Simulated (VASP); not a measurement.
Write the native input for VASP 6.6.1 that does the following.

```yaml
Task: relaxation of shape and atoms at fixed volume
Functional: PBEsol
Potentials_or_basis: VASP PAW PBE potentials, release 64 (Pt)
Cutoff: 600 eV
k_mesh: 18 × 18 × 10
Occupations: gaussian, width 0.1 eV
Spin: no spin polarisation
Dipole_correction: no
Further_INCAR_settings: ALGO = Fast; EDIFF = 1e-06; IBRION = 2; EDIFFG = -0.01; NSW = 50; ISIF = 4
```

The structure of Pt lies in POSCAR:

```
Pt
1.0
    2.7734677550      0.0000000000      0.0000000000
   -1.3867338775      2.4018935324      0.0000000000
    0.0000000000      0.0000000000      4.8169591712
Pt
2
Direct
    0.6666666667      0.3333333333      0.7500000000
    0.3333333333      0.6666666667      0.2500000000
```

This isn't the form of Pt at room conditions, which is fcc.

One way to write it, as run:

INCAR

```
PREC = Accurate
ENCUT = 600
EDIFF = 1E-6
ISMEAR = 0
SIGMA = 0.1
LREAL = False
LASPH = True
NELM = 60
ALGO = Fast
ISIF = 4
LWAVE = False
LCHARG = False
GGA = PS
IBRION = 2
NSW = 50
EDIFFG = -0.01
```

KPOINTS

```
regular mesh
0
Gamma
  18 18 10
```

Potentials or basis: VASP PAW PBE potentials, release 64 (Pt).

Launch:

```bash
$ cat potpaw_PBE.64/Pt/POTCAR > POTCAR
$ mpirun -np 1 vasp_std > vasp.out
```

It gave:

```
Energy gained by relaxing : 0.1 meV/atom
Ionic steps               : 2
Pressure after relaxing   : -14.2 GPa
Band gap on the k mesh    : zero (bands 10 and 11 overlap by 1.24 eV)
```

Caveat: the PAW data sets were made with another functional, which shifts forces and pressure a little; spin-orbit coupling is left out, which moves the levels of the heavy elements.

It took 110 s on 1 thread of Intel(R) Xeon(R) 6975P-C (Granite Rapids), with other jobs on the host, peak memory 0.24 GiB.
